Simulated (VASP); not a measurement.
# HgTe (R-3m) in VASP: notebook, part 3 of 4

VASP 6.6.1. Earlier steps stand in the parts before.

**5. Electric field gradients, PBE (equal xy, yz and zx shear strains of -1 %)**

Contents of INCAR:

```
SYSTEM = HgTe
PREC = Accurate
ENCUT = 520
EDIFF = 1E-8
ISMEAR = -1
SIGMA = 0.08
LREAL = .FALSE.
LASPH = .TRUE.
NELM = 80
ALGO = Normal
ISIF = 2
LWAVE = .FALSE.
LCHARG = .FALSE.
GGA = PE
LEFG = .TRUE.
NBANDS = 16
```

Contents of KPOINTS:

```
regular mesh
0
G
  10 10 10
  0 0 0
```

Contents of POSCAR:

```
HgTe
1.0
   -0.0292150000      2.9068925000      2.9068925000
    2.9068925000     -0.0292150000      2.9068925000
    2.9068925000      2.9068925000     -0.0292150000
Hg Te
1 1
Direct
    0.0000000000      0.0000000000      0.0000000000
    0.5000000000      0.5000000000      0.5000000000
```

Potentials or basis: VASP PAW PBE potentials, release 64 (Hg, Te).

On the command line:

```sh
$ cat potpaw_PBE.64/Hg/POTCAR potpaw_PBE.64/Te/POTCAR > POTCAR
$ mpirun -np 1 vasp_std > vasp.out
```

OUTCAR:

```text
SYSTEM = HgTe
   PREC = Accurate
   ENCUT = 520
   EDIFF = 1E-8
   ISMEAR = -1
   LREAL = .FALSE.
   LASPH = .TRUE.
   NELM = 80
   ISIF = 2
   GGA = PE

 ion  position               nearest neighbor table
   1  0.000  0.000  0.000-   2 2.92   2 2.92   2 2.92   2 2.92   2 2.92   2 2.92
   2  0.500  0.500  0.500-   1 2.92   1 2.92   1 2.92   1 2.92   1 2.92   1 2.92

  LATTYP: Found a trigonal (rhomboedric) cell.
 ALAT       =     4.1110706062
 COS(alpha) =     0.4899250057

  Lattice vectors:

 A1 = (  -0.0292150000,   2.9068925000,   2.9068925000)
 A2 = (   2.9068925000,  -0.0292150000,   2.9068925000)
 A3 = (   2.9068925000,   2.9068925000,  -0.0292150000)

Analysis of symmetry for initial positions (statically):
=====================================================================
 Subroutine PRICEL returns:
 Original cell was already a primitive cell.

 Routine SETGRP: Setting up the symmetry group for a
 trigonal (rhombohedral) supercell.

 Subroutine GETGRP returns: Found 12 space group operations
 (whereof 12 operations were pure point group operations)
 out of a pool of 12 trial point group operations.

The static configuration has the point symmetry D_3d.

Analysis of symmetry for dynamics (positions and initial velocities):
=====================================================================
 Subroutine PRICEL returns:
 Original cell was already a primitive cell.

 Routine SETGRP: Setting up the symmetry group for a
 trigonal (rhombohedral) supercell.

 Subroutine GETGRP returns: Found 12 space group operations
 (whereof 12 operations were pure point group operations)
 out of a pool of 12 trial point group operations.

The dynamic configuration has the point symmetry D_3d.

 Subroutine INISYM returns: Found 12 space group operations
 (whereof 12 operations are pure point group operations),
 and found     1 'primitive' translations

----------------------------------------------------------------------------------------

                                     Primitive cell

  volume of cell :      49.8672

  direct lattice vectors                    reciprocal lattice vectors
    -0.029215000  2.906892500  2.906892500    -0.169433424  0.171153560  0.171153560
     2.906892500 -0.029215000  2.906892500     0.171153560 -0.169433424  0.171153560
     2.906892500  2.906892500 -0.029215000     0.171153560  0.171153560 -0.169433424

  length of vectors
     4.111070606  4.111070606  4.111070606     0.295456880  0.295456880  0.295456880

  position of ions in fractional coordinates (direct lattice)
     0.000000000  0.000000000  0.000000000
     0.500000000  0.500000000  0.500000000

  ion indices of the primitive-cell ions
   primitive index   ion index
                 1           1
                 2           2

----------------------------------------------------------------------------------------

 KPOINTS: regular mesh

Automatic generation of k-mesh.
 Grid dimensions read from file:
 generate k-points for:   10   10   10

 Generating k-lattice:

[... 63 lines left out ...]
   EDIFFG = 0.1E-06   stopping-criterion for IOM
   NSW    =      0    number of steps for IOM
   IBRION =     -1    ionic relax: 0-MD 1-quasi-New 2-CG
   NFREE  =      0    steps in history (QN), initial steepest desc. (CG)
   ISIF   =      2    stress and relaxation
   ISYM   =      2    0-nonsym 1-usesym 2-fastsym
   POTIM  = 0.5000    time-step for ionic-motion
   TEBEG  =    0.0;   TEEND  =   0.0 temperature during run
   PSTRESS=    0.0 pullay stress
   NELECT =      18.0000    total number of electrons
   NUPDOWN=      -1.0000    fix difference up-down
   EMIN   =  10.00;   EMAX   =-10.00  energy-range for DOS
   EFERMI =   0.00;   METHOD = LEGACY
   ISMEAR =    -1;   SIGMA  =   0.08  broadening in eV -4-tet -1-fermi 0-gaus
   EFERMI_NEDOS =   21; number of points for ismear=-14 and -15
   IALGO  =     38    algorithm
   IMIX   =      4    mixing-type and parameters
     AMIX     =   0.40;   BMIX     =  1.00
     AMIX_MAG =   1.60;   BMIX_MAG =  1.00
  volume/ion in A,a.u.               =      24.93       168.26
  Fermi-wavevector in a.u.,A,eV,Ry     =   1.165630  2.202721 18.486141  1.358693
  Thomas-Fermi vector in A             =   2.302153
   LORBIT       =      0    0 simple, 1 ext, 2 COOP (PROOUT), +10 PAW based schemes
   GGA     = PE    functional components
   LHFCALC =     F    Hartree Fock is set to
   AEXX    =    0.0000 exact exchange contribution
   IVDW    =     0    specifies the selected vdW correction
   LEPSILON=     F    determine dielectric tensor
   LRPA    =     F    only Hartree local field effects (RPA)
 non-spin polarized calculation
  energy-cutoff  :      520.00
  volume of cell :       49.87
 maximum number of plane-waves:      1360
   NGX = 15   NGY = 15   NGZ = 15

 number of electron      18.0000000 magnetization

 Free energy of the ion-electron system (eV)
  ---------------------------------------------------
  ext. energy  EPLUGINS =         0.00000000
  ---------------------------------------------------
  free energy    TOTEN  =        -3.13597501 eV

  energy without entropy =       -3.12330685  energy(sigma->0) =       -3.12964093

 E-fermi :   5.9417     XC(G=0): -10.5066

 val. band max:        5.8744400884   @ k =   0.3000   0.0000   0.0000
 cond. band min:       6.0188543192   @ k =   0.3000   0.2000   0.2000
 fundamental gap:      0.1444142309
 Fermi energy:         5.9416806363

 k-point     1 :       0.0000    0.0000    0.0000
  band No.  band energies     occupation
      1      -7.0896      2.00000
      2      -1.3073      2.00000
      3      -1.3073      2.00000
      4      -1.2494      2.00000
      5      -1.2494      2.00000
      6      -1.2311      2.00000
[... 433 lines left out ...]
      3      -1.4004      2.00000
      4      -1.2750      2.00000
      5      -0.9947      2.00000
      6      -0.9834      2.00000
[... 8 lines left out ...]
     15      18.3419      0.00000
     16      18.3792      0.00000

 [... further k-points ...]
[... 5 lines left out ...]
  --------------------------------------------------------------------------------------
  -------------------------------------------------------------------------------------
  Total        3.3003984      3.3003984      3.3003984      0.0501276      0.0501276      0.0501276
  in kB      106.0381050    106.0381050    106.0381050      1.6105443      1.6105443      1.6105443
  external PRESSURE =     106.0381050 kB  Pullay stress =       0.0000000 kB

 VOLUME and BASIS-vectors are now :
 -----------------------------------------------------------------------------
  energy-cutoff  :      520.00
  volume of cell :       49.87
      direct lattice vectors                 reciprocal lattice vectors
    -0.029215000  2.906892500  2.906892500    -0.169433424  0.171153560  0.171153560
     2.906892500 -0.029215000  2.906892500     0.171153560 -0.169433424  0.171153560
     2.906892500  2.906892500 -0.029215000     0.171153560  0.171153560 -0.169433424

 POSITION                                       TOTAL-FORCE (eV/Angst)
 -----------------------------------------------------------------------------------
      0.00000      0.00000      0.00000        -0.000000     -0.000000     -0.000000
      2.89229      2.89229      2.89229         0.000000      0.000000      0.000000
 -----------------------------------------------------------------------------------
    total drift:                                0.000000     -0.000000     -0.000000

  FREE ENERGIE OF THE ION-ELECTRON SYSTEM (eV)
  ---------------------------------------------------
  free  energy   TOTEN  =        -3.1359750075 eV

  energy  without entropy=       -3.1233068513  energy(sigma->0) =       -3.12964093

 Electric field gradients (V/A^2)
---------------------------------------------------------------------
 ion       V_xx      V_yy      V_zz      V_xy      V_xz      V_yz
---------------------------------------------------------------------
   1      -0.000     0.000     0.000     3.902     3.902     3.902
   2      -0.000     0.000     0.000    -4.943    -4.943    -4.943
---------------------------------------------------------------------

 Electric field gradients after diagonalization (V/A^2)
 (convention: |V_zz| > |V_xx| > |V_yy|)
----------------------------------------------------------------------
 ion       V_xx      V_yy      V_zz     asymmetry (V_yy - V_xx)/ V_zz
----------------------------------------------------------------------
   1      -3.902    -3.902     7.804       0.000
   2       4.943     4.943    -9.886       0.000
----------------------------------------------------------------------

           NMR quadrupolar parameters

 Cq : quadrupolar parameter    Cq=e*Q*V_zz/h
 eta: asymmetry parameters     (V_yy - V_xx)/ V_zz
 Q  : nuclear electric quadrupole moment in mb (millibarn)
----------------------------------------------------------------------
 ion       Cq(MHz)       eta       Q (mb)
----------------------------------------------------------------------
   1       0.019       0.000       1.000
   2      -0.024       0.000       1.000
----------------------------------------------------------------------
```

OSZICAR:

```text
N       E                     dE             d eps       ncg     rms          rms(c)
DAV:   1     0.105383280312E+03    0.10538E+03   -0.83909E+03  3800   0.101E+03
DAV:   2    -0.185370265505E+00   -0.10557E+03   -0.98271E+02  4496   0.236E+02
DAV:   3    -0.333353921774E+01   -0.31482E+01   -0.31399E+01  4560   0.417E+01
DAV:   4    -0.335399805968E+01   -0.20459E-01   -0.20457E-01  4680   0.328E+00
DAV:   5    -0.335434808105E+01   -0.35002E-03   -0.35002E-03  4680   0.387E-01    0.997E+00
DAV:   6    -0.314344129273E+01    0.21091E+00   -0.41603E-01  4568   0.893E+00    0.745E+00
DAV:   7    -0.313697931395E+01    0.64620E-02   -0.81788E-02  4552   0.204E+00    0.231E+00
DAV:   8    -0.313600420084E+01    0.97511E-03   -0.87363E-03  4128   0.110E+00    0.570E-01
DAV:   9    -0.313595832905E+01    0.45872E-04   -0.50267E-04  4896   0.252E-01    0.984E-02
DAV:  10    -0.313597064314E+01   -0.12314E-04   -0.47788E-05  4568   0.595E-02    0.386E-02
DAV:  11    -0.313597595820E+01   -0.53151E-05   -0.11134E-05  4680   0.272E-02    0.285E-02
DAV:  12    -0.313597514167E+01    0.81653E-06   -0.16384E-06  4032   0.108E-02    0.112E-02
DAV:  13    -0.313597512342E+01    0.18252E-07   -0.14743E-07  4920   0.222E-03    0.799E-03
DAV:  14    -0.313597506053E+01    0.62885E-07   -0.50400E-08  4272   0.249E-03    0.160E-03
DAV:  15    -0.313597500507E+01    0.55462E-07   -0.11231E-08  3424   0.727E-04    0.582E-04
DAV:  16    -0.313597500747E+01   -0.24036E-08   -0.69011E-10  2296   0.178E-04
   1 F= -.31359750E+01 E0= -.31296409E+01  d E =-.126682E-01
```

stdout:

```text
POSCAR found type information on POSCAR HgTe
 POSCAR found :  2 types and       2 ions
 scaLAPACK will be used
 LDA part: xc-table for (Slater+PW92), standard interpolation
 POSCAR, INCAR and KPOINTS ok, starting setup
 FFT: planning ... GRIDC
 FFT: planning ... GRID_SOFT
 FFT: planning ... GRID
 WAVECAR not read
 entering main loop
ion   1

ion   2
```

Wall time 50 s (1 thread of AMD EPYC 9R45 (Zen 5), shared host); peak memory 0.21 GiB.

Results:

| Quantity | Value |
| --- | --- |
| Free energy | -3.1360 eV |
| Pressure | 10.6 GPa |
| Band gap on the k mesh | zero (bands 9 and 10 overlap by 3.20 eV) |
| Largest electric field gradient by atom | Hg +7.8; Te -9.9 V/Å² |

Levels at points of the mesh, in eV from the Fermi level:
```
           k point  band 7  band 8  band 9  band 10  band 11  band 12
(0.00, 0.00, 0.00)   -0.95   -0.95   -0.81    -0.35     7.65     7.65
(0.50, 0.00, 0.00)   -6.08    0.43    0.44     2.51     3.74     3.86
(0.50, 0.50, 0.00)   -5.18   -2.92   -2.88    -2.75     4.66     9.87
(0.50, 0.50, 0.50)   -6.01    0.39    0.39     2.38     3.66     3.66
```

Electric field gradients, principal values (V/Å²):
```csv
atom,least,middle,greatest (by size)
1 Hg,-3.902,-3.902,7.804
2 Te,4.943,4.943,-9.886
```

Caveat: the cell differs from its parent crystal (equal xy, yz and zx shear strains of -1 %); the cell stands under pressure; without QUAD_EFG the Cq values of the log hold for a quadrupole moment of 1 mb, not for the nuclei; spin-orbit coupling is left out, which moves the levels of the heavy elements.

(Part 3 of 4 ends here.)
